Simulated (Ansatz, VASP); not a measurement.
Zn: VASP beside Ansatz

```
CELL_PARAMETERS angstrom
0.00000 2.70821 2.70821
2.70821 0.00000 2.70821
2.70821 2.70821 0.00000
ATOMIC_POSITIONS crystal
Zn 0.87500 0.87500 0.87500
Zn 0.12500 0.12500 0.12500
```

Change from the starting cell: volume scaled by 0.88, LAPW.

Alike in both runs: task single point; functional PBEsol; k mesh 13 × 13 × 13; occupations fermi-dirac, width 0.05 eV; no spin polarisation.

|  | VASP | Ansatz |
| --- | --- | --- |
| version | VASP 6.6.1 | Ansatz 0.2.0 |
| potentials or method | VASP PAW PBE potentials, release 64 (Zn), cutoff 520 eV | all-electron LAPW, scalar-relativistic |

|  | VASP | Ansatz | Ansatz less VASP |
| --- | --- | --- | --- |
| pressure (GPa) | 6.9 | 6.5 | -0.40 |

VASP's potentials were made for PBE, not for PBEsol. Ansatz ran all-electron here, and VASP with PAW potentials.
